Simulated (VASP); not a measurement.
# BN (P6_3/mmc) in VASP: single point with PBE

Aim: the single point of BN with PBE.

Everything below comes from runs of VASP 6.6.1. Logs are shortened: lines on timing, memory, paths and dates and some standing lists are left out, and cuts for length are marked.

## (1) The cell of the first run

Symmetry: P6_3/mmc, No. 194, hexagonal system. Conventional cell: a = 2.498 Å, b = 2.498 Å, c = 6.636 Å, α = 90.00°, β = 90.00°, γ = 120.00°. B (site symmetry -6m2) has 3 N at 1.44 Å within 1.9 Å. Within 1.9 Å of N (site symmetry -6m2) lie 3 B at 1.44 Å.

## (2) Single point, PBE

Contents of INCAR:

```
SYSTEM = BN
ALGO = Normal ; EDIFF = 1E-6
ENCUT = 520 ; GGA = PE
ISIF = 2 ; ISMEAR = -1
LASPH = .TRUE. ; LCHARG = .FALSE.
LREAL = .FALSE. ; LWAVE = .FALSE.
NBANDS = 16 ; NELM = 60
PREC = Accurate ; SIGMA = 0.02
```

Contents of KPOINTS:

```
k-points
0
G
  13 13 4
  0 0 0
```

Contents of POSCAR:

```
BN
1.0
    2.4982400000      0.0000000000      0.0000000000
   -1.2491200000      2.1635393048      0.0000000000
    0.0000000000      0.0000000000      6.6357000000
B N
2 2
Direct
    0.3333333333      0.6666666667      0.2500000000
    0.6666666667      0.3333333333      0.7500000000
    0.3333333333      0.6666666667      0.7500000000
    0.6666666667      0.3333333333      0.2500000000
```

Potentials or basis: VASP PAW PBE potentials, release 64 (B, N).

Started as:

```console
cat potpaw_PBE.64/B/POTCAR potpaw_PBE.64/N/POTCAR > POTCAR
mpirun -np 1 vasp_std > vasp.out
```

OUTCAR:

```text
SYSTEM = BN
   EDIFF = 1E-6
   ENCUT = 520
   GGA = PE
   ISIF = 2
   ISMEAR = -1
   LASPH = .TRUE.
   LREAL = .FALSE.
   NELM = 60
   PREC = Accurate

 ion  position               nearest neighbor table
   1  0.333  0.667  0.250-   4 1.44   4 1.44   4 1.44
   2  0.667  0.333  0.750-   3 1.44   3 1.44   3 1.44
   3  0.333  0.667  0.750-   2 1.44   2 1.44   2 1.44
   4  0.667  0.333  0.250-   1 1.44   1 1.44   1 1.44

  LATTYP: Found a hexagonal cell.
 ALAT       =     2.4982400000
 C/A-ratio  =     2.6561499296

  Lattice vectors:

 A1 = (   2.4982400000,   0.0000000000,   0.0000000000)
 A2 = (  -1.2491200000,   2.1635393048,   0.0000000000)
 A3 = (   0.0000000000,   0.0000000000,   6.6357000000)

Analysis of symmetry for initial positions (statically):
=====================================================================
 Subroutine PRICEL returns:
 Original cell was already a primitive cell.

 Routine SETGRP: Setting up the symmetry group for a
 hexagonal supercell.

 Subroutine GETGRP returns: Found 24 space group operations
 (whereof 12 operations were pure point group operations)
 out of a pool of 24 trial point group operations.

The static configuration has the point symmetry D_3d.
 The point group associated with its full space group is D_6h.

Analysis of symmetry for dynamics (positions and initial velocities):
=====================================================================
 Subroutine PRICEL returns:
 Original cell was already a primitive cell.

 Routine SETGRP: Setting up the symmetry group for a
 hexagonal supercell.

 Subroutine GETGRP returns: Found 24 space group operations
 (whereof 12 operations were pure point group operations)
 out of a pool of 24 trial point group operations.

The dynamic configuration has the point symmetry D_3d.
 The point group associated with its full space group is D_6h.

 Subroutine INISYM returns: Found 24 space group operations
 (whereof 12 operations are pure point group operations),
 and found     1 'primitive' translations

----------------------------------------------------------------------------------------

                                     Primitive cell

  volume of cell :      35.8662

  direct lattice vectors                    reciprocal lattice vectors
     2.498240000  0.000000000  0.000000000     0.400281798  0.231102804  0.000000000
    -1.249120000  2.163539305  0.000000000     0.000000000  0.462205608  0.000000000
     0.000000000  0.000000000  6.635700000     0.000000000  0.000000000  0.150700002

  length of vectors
     2.498240000  2.498240000  6.635700000     0.462205608  0.462205608  0.150700002

  position of ions in fractional coordinates (direct lattice)
     0.333333333  0.666666667  0.250000000
     0.666666667  0.333333333  0.750000000
     0.333333333  0.666666667  0.750000000
     0.666666667  0.333333333  0.250000000

  ion indices of the primitive-cell ions
   primitive index   ion index
                 1           1
                 2           2
                 3           3
                 4           4

----------------------------------------------------------------------------------------

 KPOINTS: k-points

Automatic generation of k-mesh.
 Grid dimensions read from file:
 generate k-points for:   13   13    4

 Generating k-lattice:

  Cartesian coordinates                     Fractional coordinates (reciprocal lattice)
     0.030790908  0.017777139  0.000000000     0.076923077  0.000000000  0.000000000
     0.000000000  0.035554278  0.000000000     0.000000000  0.076923077  0.000000000
     0.000000000  0.000000000  0.037675000     0.000000000  0.000000000  0.250000000

  Length of vectors
     0.035554278  0.035554278  0.037675000

  Shift w.r.t. Gamma in fractional coordinates (k-lattice)
     0.000000000  0.000000000  0.000000000

 Subroutine IBZKPT returns following result:
 ===========================================

 Found     63 irreducible k-points:

 Following reciprocal coordinates:
            Coordinates               Weight
  0.000000  0.000000  0.000000      1.000000
  0.076923  0.000000  0.000000      6.000000
  0.153846  0.000000  0.000000      6.000000
  0.230769  0.000000  0.000000      6.000000
  0.307692  0.000000  0.000000      6.000000
  0.384615  0.000000  0.000000      6.000000
[... 16 lines left out ...]
  0.076923  0.000000  0.250000     12.000000
  0.153846  0.000000  0.250000     12.000000
 [... further k-points ...]
   k-points           NKPTS =     63   k-points in BZ     NKDIM =     63   number of bands    NBANDS=     16
   number of dos      NEDOS =    301   number of ions     NIONS =      4
   total plane-waves  NPLWV =  20000
   dimension x,y,z NGX =    20 NGY =   20 NGZ =   50
   dimension x,y,z NGXF=    40 NGYF=   40 NGZF=  100
   ions per type =               2   2
   NGX,Y,Z   is equivalent  to a cutoff of  13.31, 13.31, 12.53 a.u.
   NGXF,Y,Z  is equivalent  to a cutoff of  26.62, 26.62, 25.05 a.u.
 SYSTEM =  BN
   PREC   = accura    normal or accurate (medium, high low for compatibility)
   ISTART =      0    job   : 0-new  1-cont  2-samecut
   ICHARG =      2    charge: 1-file 2-atom 10-const
   ISPIN  =      1    spin polarized calculation?
   LNONCOLLINEAR =      F non collinear calculations
   LSORBIT =      F    spin-orbit coupling
   LASPH  =      T    aspherical Exc in radial PAW
   ENCUT  =  520.0 eV  38.22 Ry    6.18 a.u.   4.65  4.65 12.34*2*pi/ulx,y,z
   NELM   =     60;   NELMIN=  2; NELMDL= -5     # of ELM steps
   EDIFF  = 0.1E-05   stopping-criterion for ELM
   LREAL  =      F    real-space projection
   EDIFFG = 0.1E-04   stopping-criterion for IOM
   NSW    =      0    number of steps for IOM
   IBRION =     -1    ionic relax: 0-MD 1-quasi-New 2-CG
   NFREE  =      0    steps in history (QN), initial steepest desc. (CG)
   ISIF   =      2    stress and relaxation
   ISYM   =      2    0-nonsym 1-usesym 2-fastsym
   POTIM  = 0.5000    time-step for ionic-motion
   TEBEG  =    0.0;   TEEND  =   0.0 temperature during run
   PSTRESS=    0.0 pullay stress
   NELECT =      16.0000    total number of electrons
   NUPDOWN=      -1.0000    fix difference up-down
   EMIN   =  10.00;   EMAX   =-10.00  energy-range for DOS
   EFERMI =   0.00;   METHOD = LEGACY
   ISMEAR =    -1;   SIGMA  =   0.02  broadening in eV -4-tet -1-fermi 0-gaus
   EFERMI_NEDOS =   21; number of points for ismear=-14 and -15
   IALGO  =     38    algorithm
   IMIX   =      4    mixing-type and parameters
     AMIX     =   0.40;   BMIX     =  1.00
     AMIX_MAG =   1.60;   BMIX_MAG =  1.00
  volume/ion in A,a.u.               =       8.97        60.51
  Fermi-wavevector in a.u.,A,eV,Ry     =   1.250891  2.363842 21.289433  1.564729
  Thomas-Fermi vector in A             =   2.384864
   LORBIT       =      0    0 simple, 1 ext, 2 COOP (PROOUT), +10 PAW based schemes
   GGA     = PE    functional components
   LHFCALC =     F    Hartree Fock is set to
   AEXX    =    0.0000 exact exchange contribution
   IVDW    =     0    specifies the selected vdW correction
   LEPSILON=     F    determine dielectric tensor
   LRPA    =     F    only Hartree local field effects (RPA)
 non-spin polarized calculation
  energy-cutoff  :      520.00
  volume of cell :       35.87
 maximum number of plane-waves:       985
 NGX is ok and might be reduce to    20
   NGX =  9   NGY =  9   NGZ = 25

 number of electron      15.9999997 magnetization

 Free energy of the ion-electron system (eV)
  ---------------------------------------------------
  ext. energy  EPLUGINS =         0.00000000
  ---------------------------------------------------
  free energy    TOTEN  =       -35.14689457 eV

  energy without entropy =      -35.14689457  energy(sigma->0) =      -35.14689457

 E-fermi :   2.7578     XC(G=0): -10.0888

 val. band max:        2.3534354869   @ k =   0.3077   0.3077   0.0000
 cond. band min:       6.6546509407   @ k =   0.4615   0.0769   0.0000
 fundamental gap:      4.3012154539
 Fermi energy:         2.7577993120

 k-point     1 :       0.0000    0.0000    0.0000
  band No.  band energies     occupation
      1     -15.5318      2.00000
      2     -15.2365      2.00000
      3      -3.9421      2.00000
      4      -1.8139      2.00000
      5       0.9859      2.00000
      6       0.9859      2.00000
[... 8 lines left out ...]
     15      14.6584      0.00000
     16      15.4186      0.00000

 k-point     2 :       0.0769    0.0000    0.0000
  band No.  band energies     occupation
      1     -15.4152      2.00000
      2     -15.1238      2.00000
      3      -3.7821      2.00000
      4      -1.6701      2.00000
      5       0.5058      2.00000
      6       0.5386      2.00000
[... 8 lines left out ...]
     15      14.9820      0.00000
     16      15.0716      0.00000

 k-point     3 :       0.1538    0.0000    0.0000
  band No.  band energies     occupation
      1     -15.0707      2.00000
      2     -14.7914      2.00000
      3      -3.3070      2.00000
      4      -1.2462      2.00000
      5      -0.7395      2.00000
      6      -0.7023      2.00000
[... 8 lines left out ...]
     15      15.9493      0.00000
     16      16.0637      0.00000

 k-point     4 :       0.2308    0.0000    0.0000
  band No.  band energies     occupation
      1     -14.5168      2.00000
      2     -14.2582      2.00000
      3      -2.5342      2.00000
      4      -2.3721      2.00000
      5      -2.3167      2.00000
      6      -0.5684      2.00000
[... 8 lines left out ...]
     15      17.7659      0.00000
     16      17.8584      0.00000
[... 324 lines left out ...]
 k-point    22 :       0.0000    0.0000    0.2500
  band No.  band energies     occupation
      1     -15.4908      2.00000
      2     -15.2822      2.00000
      3      -3.6827      2.00000
      4      -2.1990      2.00000
      5       0.9914      2.00000
      6       0.9914      2.00000
[... 8 lines left out ...]
     15      14.9043      0.00000
     16      15.3617      0.00000

 k-point    23 :       0.0769    0.0000    0.2500
  band No.  band energies     occupation
      1     -15.3748      2.00000
      2     -15.1689      2.00000
      3      -3.5247      2.00000
      4      -2.0527      2.00000
      5       0.5119      2.00000
      6       0.5363      2.00000
[... 8 lines left out ...]
     15      15.0066      0.00000
     16      15.0812      0.00000

 k-point    24 :       0.1538    0.0000    0.2500
  band No.  band energies     occupation
      1     -15.0319      2.00000
      2     -14.8345      2.00000
      3      -3.0570      2.00000
      4      -1.6271      2.00000
      5      -0.7291      2.00000
      6      -0.6939      2.00000
[... 8 lines left out ...]
     15      15.8501      0.00000
     16      15.9317      0.00000

 [... further k-points ...]
[... 5 lines left out ...]
  --------------------------------------------------------------------------------------
  -------------------------------------------------------------------------------------
  Total        1.4101454      1.4101454      0.6396553     -0.0000000      0.0000000      0.0000000
  in kB       62.9924929     62.9924929     28.5739887     -0.0000000      0.0000000      0.0000000
  external PRESSURE =      51.5196582 kB  Pullay stress =       0.0000000 kB

 VOLUME and BASIS-vectors are now :
 -----------------------------------------------------------------------------
  energy-cutoff  :      520.00
  volume of cell :       35.87
      direct lattice vectors                 reciprocal lattice vectors
     2.498240000  0.000000000  0.000000000     0.400281798  0.231102804  0.000000000
    -1.249120000  2.163539305  0.000000000     0.000000000  0.462205608  0.000000000
     0.000000000  0.000000000  6.635700000     0.000000000  0.000000000  0.150700002

 POSITION                                       TOTAL-FORCE (eV/Angst)
 -----------------------------------------------------------------------------------
     -0.00000      1.44236      1.65892        -0.000000      0.000000      0.000000
      1.24912      0.72118      4.97677         0.000000      0.000000      0.000000
     -0.00000      1.44236      4.97677         0.000000     -0.000000      0.000000
      1.24912      0.72118      1.65892         0.000000      0.000000      0.000000
 -----------------------------------------------------------------------------------
    total drift:                                0.000000     -0.000000      0.000000

  FREE ENERGIE OF THE ION-ELECTRON SYSTEM (eV)
  ---------------------------------------------------
  free  energy   TOTEN  =       -35.1468945664 eV

  energy  without entropy=      -35.1468945664  energy(sigma->0) =      -35.14689457
```

It took 14 s on 1 thread of Intel Xeon 6975P-C (Granite Rapids), shared host; peak memory 0.15 GiB.

What came out:

```yaml
Free_energy: -35.1469 eV
Pressure: 5.2 GPa
Band_gap_on_the_k_mesh: 4.30 eV, indirect (least direct gap 4.68 eV)
```

Levels at points of the mesh, in eV from the valence-band top:
```tsv
k point	band 6	band 7	band 8	band 9	band 10	band 11
(0.00, 0.00, 0.00)	-1.37	-1.33	-1.33	5.22	10.30	11.56
(0.00, 0.00, 0.50)	-1.35	-1.35	-1.35	7.60	7.60	11.62
```

Caveat: this functional lacks dispersion, which binds the layers, so the pressure and a relaxed spacing across them are unreliable. A k mesh can miss the band edges.
